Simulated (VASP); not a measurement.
# ZnCd3Te2: single point with PBE

ZnCd3Te2:

```xyz
6
Lattice="5.3330 3.0790 2.8792 -5.3330 3.0790 2.8792 0.0000 -6.1580 2.8792" Properties=species:S:1:pos:R:3 pbc="T T T"
Zn    0.0000    0.0000    4.3188
Cd   -2.6665    1.5395    1.4396
Cd    0.0000   -3.0790    1.4396
Cd    2.6665    1.5395    1.4396
Te    0.0000    0.0000    6.7928
Te    0.0000    0.0000    1.8447
```

The cell was built from a structure type or drawn by symmetry, and may not be a known phase.

| Quantity | Value |
| --- | --- |
| Program | VASP 6.6.1 |
| Task | single point |
| Functional | PBE |
| Potentials or basis | VASP PAW PBE potentials, release 64 (Zn, Cd, Te) |
| Cutoff | 520 eV |
| k mesh | 6 × 6 × 6 |
| Occupations | gaussian, width 0.1 eV |
| Spin | no spin polarisation |
| Dipole correction | no |
| Further INCAR settings | ALGO = Fast; EDIFF = 1e-06; NBANDS = 39 |

```
Pressure               : 0.1 GPa
Largest force          : 0.022 eV/Å
Band gap on the k mesh : zero (bands 30 and 31 overlap by 0.49 eV)
```

Forces in eV/Å, atoms in the order of the input:
```
Zn   0.000  0.000  0.000
Cd   0.000  0.000  0.000
Cd   0.000  0.000  0.000
Cd   0.000  0.000  0.000
Te   0.000  0.000  0.022
Te   0.000  0.000 -0.022
```

Levels at points of the mesh, in eV from the Fermi level:
| k point | band 26 | band 27 | band 28 | band 29 | band 30 | band 31 | band 32 | band 33 | band 34 | band 35 |
| --- | --- | --- | --- | --- | --- | --- | --- | --- | --- | --- |
| (0.00, 0.00, 0.00) | -3.26 | -3.26 | -2.83 | -2.36 | 0.30 | 0.30 | 0.47 | 0.47 | 1.07 | 1.81 |
| (0.50, 0.00, 0.00) | -3.59 | -3.45 | -3.04 | -1.30 | -0.20 | -0.13 | 1.10 | 2.01 | 2.03 | 2.06 |
| (0.50, 0.50, 0.00) | -3.43 | -2.59 | -2.35 | -1.04 | -0.86 | 0.16 | 0.80 | 1.56 | 1.62 | 1.85 |
| (0.50, 0.50, 0.50) | -4.05 | -3.10 | -3.10 | -0.77 | 0.35 | 0.35 | 0.83 | 0.83 | 2.02 | 2.89 |

It took 4.7 min on 1 thread of Intel(R) Xeon(R) Platinum 8488C (Sapphire Rapids), on a shared host, peak memory 0.62 GiB.

Caveat: semilocal functionals underestimate gaps, so a narrow gap can read as zero; spin-orbit coupling is left out, which moves the levels of the heavy elements.
